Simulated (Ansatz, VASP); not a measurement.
**Hf in VASP and in Ansatz**

The input INCAR:

```
SYSTEM = Hf
  ALGO = Normal
  EDIFF = 1E-6
  ENCUT = 520
  GGA = PE
  ISIF = 2
  ISMEAR = 1
  LASPH = .True.
  LCHARG = .False.
  LREAL = .False.
  LWAVE = .False.
  NBANDS = 17
  NELM = 100
  PREC = Accurate
  SIGMA = 0.2
```

File KPOINTS:

```
k-points
0
Gamma
  14 14 8
  0 0 0
```

The input POSCAR:

```
Hf
1.0
    3.2052794892      0.0000000000      0.0000000000
   -1.6026397446      2.7758534639      0.0000000000
    0.0000000000      0.0000000000      5.0644648307
Hf
2
Direct
    0.3333333333      0.6666666667      0.2500000000
    0.6666666667      0.3333333333      0.7500000000
```

Input for Ansatz:

```yaml
crystal:
  lattice:
    - [3.2052794892, 0.0, 0.0]
    - [-1.6026397446, 2.7758534639, 0.0]
    - [0.0, 0.0, 5.0644648307]
  atoms:
    - { symbol: Hf, position: [0.3333333333, 0.6666666667, 0.25] }
    - { symbol: Hf, position: [0.6666666667, 0.3333333333, 0.75] }
kpoints:
  mp_grid: { grid: [14, 14, 8] }
scf:
  occupations: { method: methfessel_paxton, width: 0.2 }
hamiltonian:
  xc: pbe
  pseudopotentials: { kind: all_electron, lapw: { basis_error: 0.00025 } }
output:
  forces: true
  stress: true
  eigenvalues: true
```

Alike in both runs: task single point; functional PBE; k mesh 14 × 14 × 8; occupations methfessel-paxton of order 1, width 0.2 eV; no spin polarisation.

```csv
,VASP,Ansatz
version,VASP 6.6.1,Ansatz 0.2.0
potentials or method,"VASP PAW PBE potentials, release 64 (Hf_pv), cutoff 520 eV","all-electron LAPW, scalar-relativistic"
```

VASP gave:

* pressure (GPa): -0.5
* traceless stress, the component that is largest in VASP (GPa): -0.08

Question: Which values does Ansatz return?

Answer: Pressure (GPa): 0.0; traceless stress, the component that is largest in VASP (GPa): -0.01.

Ansatz ran all-electron here, and VASP with PAW potentials.

Neither program's run includes spin-orbit coupling.
